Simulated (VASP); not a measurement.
Set up this calculation in VASP 6.6.1, as the native input.

```yaml
Task: single point
Functional: PBE
Potentials_or_basis: VASP PAW PBE potentials, release 64 (Te)
Cutoff: 520 eV
k_mesh: 7 × 7 × 5
Occupations: fermi-dirac, width 0.02 eV
Spin: no spin polarisation
Dipole_correction: no
Further_INCAR_settings: ALGO = Normal; EDIFF = 1e-06; NBANDS = 16
```

The structure of Te lies in POSCAR:

```
Te
1.0
    4.5548710297      0.0000000000      0.0000000000
   -2.2774355149      3.9446340228      0.0000000000
    0.0000000000      0.0000000000      5.8404613403
Te
3
Direct
    0.2566971700      0.0000000000      0.3333333300
    0.0000000000      0.2566971700      0.6666666700
    0.7433028300      0.7433028300      0.0000000000
```

The input as run:

INCAR

```
SYSTEM = Te
  ALGO = Normal
  EDIFF = 1E-6
  ENCUT = 520
  GGA = PE
  ISIF = 2
  ISMEAR = -1
  LASPH = .TRUE.
  LCHARG = .FALSE.
  LREAL = .FALSE.
  LWAVE = .FALSE.
  NBANDS = 16
  NELM = 60
  PREC = Accurate
  SIGMA = 0.02
```

KPOINTS

```
k-points
0
G
  7 7 5
  0 0 0
```

Potentials or basis: VASP PAW PBE potentials, release 64 (Te).

Launch:

```console
$ cat potpaw_PBE.64/Te/POTCAR > POTCAR
$ mpirun -np 1 vasp_std > vasp.out
```

Results of the run:

```json
{"Pressure": "2.0 GPa", "Largest force": "0.425 eV/Å", "Band gap on the k mesh": "0.76 eV, indirect (least direct gap 0.94 eV)"}
```

Caveat: spin-orbit coupling is left out, which moves the levels of the heavy elements.

Wall time 52 s on 1 thread of AMD EPYC 7R13 Processor (Zen 3), with other jobs on the host, peak memory 0.21 GiB.
